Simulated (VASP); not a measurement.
Here is a VASP 6.6.1 calculation.

Contents of INCAR:

```
SYSTEM = Cu
PREC = Accurate ; ENCUT = 520
EDIFF = 1E-6 ; ISMEAR = -1
SIGMA = 0.05 ; LREAL = .False.
LASPH = .True. ; NELM = 80
ALGO = Normal ; ISIF = 2
LWAVE = .False. ; LCHARG = .True.
GGA = CA ; LELF = .True.
LVHAR = .True. ; NBANDS = 12
```

The input KPOINTS:

```
Automatic mesh
0
Gamma
  13 13 13
  0 0 0
```

POSCAR

```
Cu
1.0
   -1.4427933200      1.4427933200      1.3760814500
    1.4427933200     -1.4427933200      1.3760814500
    1.4427933200      1.4427933200     -1.3760814500
Cu
1
Direct
    0.0000000000      0.0000000000      0.0000000000
```

Potentials or basis: VASP PAW LDA potentials, release 64 (Cu).

Command:

```bash
$ cat potpaw_LDA.64/Cu/POTCAR > POTCAR
$ mpirun -np 1 vasp_std > vasp.out
```

Question: Estimate the pressure.

Answer: -7.0 GPa.

Stress tensor (GPa, compression positive):
```
-6.82  0.00  0.00
 0.00 -6.82  0.00
 0.00  0.00 -7.21
```
